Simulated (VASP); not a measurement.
Runs of VASP 6.6.1 on Si2Mo. The structure is that of space group P6/mmm (No. 191), or close to it. The cells are those of the table. The cell was generated, and may not be a known phase.

| spin | cell | k mesh | gap on the mesh (eV) | moment (μB) |
| --- | --- | --- | --- | --- |
| off | a = 5.110, b = 5.110, c = 14.000 Å, angles 90.0, 90.0, 120.0°, 3 atoms | 6 × 6 × 1 | none | - |
| collinear | a = 4.363, b = 4.363, c = 23.800 Å, angles 90.0, 90.0, 120.0°, 3 atoms | 6 × 6 × 1 | none | 1.67 |
| collinear | a = 4.363, b = 4.363, c = 23.800 Å, angles 90.0, 90.0, 120.0°, 3 atoms | 12 × 12 × 1 | none | (a) |
| off | a = 4.363, b = 4.363, c = 23.800 Å, angles 90.0, 90.0, 120.0°, 3 atoms | 6 × 6 × 1 | none | - |

Alike in all rows: task single point; level PBE; potentials or basis VASP PAW PBE potentials, release 64 (Si, Mo_sv); cutoff (eV) 520; smearing gaussian 0.1 eV.

Problem. Estimate the missing entries.

Solution. (a) 1.71.

A k mesh can miss the band edges, and the runs leave out spin-orbit coupling on Mo.

A gap of «none» marks levels without a gap at the run's occupations.
